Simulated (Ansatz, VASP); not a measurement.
One calculation of W8C9, two programs

```xyz
17
Lattice="0.0000 4.3854 4.3854 4.3854 0.0000 4.3854 4.3854 4.3854 0.0000" Properties=species:S:1:pos:R:3 pbc="T T T"
W    -0.1721   -0.1721   -0.1721
W     2.3648    2.3648   -0.1721
W     2.3648   -0.1721    2.3648
W     4.2803    2.2977    2.2977
W    -0.1721    2.3648    2.3648
W     2.2977    4.2803    2.2977
W     2.2977    2.2977    4.2803
W     4.2803    4.2803    4.2803
C     2.0554    2.0554    2.0554
C     4.5226    4.5226    2.0554
C     4.5226    2.0554    4.5226
C     6.4778    4.4856    4.4856
C     2.0554    4.5226    4.5226
C     4.4856    6.4778    4.4856
C     4.4856    4.4856    6.4778
C     6.4778    6.4778    6.4778
C     1.0963    1.0963    1.0963
```

Alike in both runs: functional PBEsol; k mesh 3 × 3 × 3; no spin polarisation.

Ansatz relaxed the structure, and its values are those at the end. VASP's run is a single point on that final structure, the one shown.

|  | VASP | Ansatz |
| --- | --- | --- |
| version | VASP 6.6.1 | Ansatz 0.2.0 |
| potentials or method | VASP PAW PBE potentials, release 64 (W_sv, C), cutoff 520 eV | plane waves, PAW |
| occupations | fermi-dirac, width 0.1 eV | fermi-dirac |
| valence electrons in the cell | 148 | 148 |

```csv
,VASP,Ansatz,Ansatz less VASP
gap on the k mesh at the Fermi level (eV),none,none,-
rms of the force components (eV/Å),0.018,0.001,-0.0169
```

VASP's potentials were made for PBE, not for PBEsol. A gap of «none» marks a metal or a gap that the smearing closes.

The k mesh is coarse, so the values compare programs but aren't converged. Neither program's run includes spin-orbit coupling.
